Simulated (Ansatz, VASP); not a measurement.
**Two plane-wave programs on CdF2**

File INCAR:

```
SYSTEM = CdF2
  PREC = Accurate
  ENCUT = 520
  EDIFF = 1E-6
  ISMEAR = 0
  SIGMA = 0.05
  LREAL = .False.
  LASPH = .True.
  NELM = 80
  ALGO = Normal
  ISIF = 2
  LWAVE = .False.
  LCHARG = .True.
  GGA = PE
  LELF = .True.
  LVHAR = .True.
  NBANDS = 20
```

File KPOINTS:

```
regular mesh
0
Gamma
  8 8 8
  0 0 0
```

POSCAR

```
CdF2
1.0
    0.0000000000      2.6940000000      2.6940000000
    2.6940000000      0.0000000000      2.6940000000
    2.6940000000      2.6940000000      0.0000000000
Cd F
1 2
Direct
   -0.0160732258     -0.0160732258     -0.0160732258
    0.2500000000      0.2500000000      0.2500000000
    0.7500000000      0.7500000000      0.7500000000
```

Input for Ansatz:

```yaml
crystal:
  lattice:
    - [0.0, 2.694, 2.694]
    - [2.694, 0.0, 2.694]
    - [2.694, 2.694, 0.0]
  atoms:
    - { symbol: Cd, position: [-0.0160732258, -0.0160732258, -0.0160732258] }
    - { symbol: F, position: [0.25, 0.25, 0.25] }
    - { symbol: F, position: [0.75, 0.75, 0.75] }
basis:
  ecutwfc: 420
kpoints:
  mp_grid: { grid: [8, 8, 8] }
hamiltonian:
  xc: pbe
scf:
  occupations: { method: gaussian, width: 0.05 }
output:
  forces: true
  stress: true
  eigenvalues: true
```

Change from the starting cell: all Cd atoms moved -0.150 Å, as atom 1 along Cartesian [1 1 1].

Alike in both runs: task single point; functional PBE; k mesh 8 × 8 × 8; occupations gaussian, width 0.05 eV; no spin polarisation.

```csv
,VASP,Ansatz
version,VASP 6.6.1,Ansatz 0.2.0
potentials or method,"VASP PAW PBE potentials, release 64 (Cd, F), cutoff 520 eV","scalar-relativistic, plane waves, PAW"
valence electrons in the cell,26,34
```

```tsv
	VASP	Ansatz	Ansatz less VASP
gap on the k mesh at the Fermi level (eV)	3.09	3.13	+0.035
least direct gap on the mesh (eV)	3.58	3.62	+0.032
pressure (GPa)	7.6	6.7	-0.83
traceless stress, the component that is largest in VASP (GPa)	0.89	0.81	-0.075
rms of the force components (eV/Å)	0.411	0.372	-0.0383
```

Atom by atom the forces differ by 0.038 eV/Å (rms over components). VASP's potentials hold 26 valence electrons a cell and Ansatz's 34, so a difference there can come from the potentials and not from the codes.
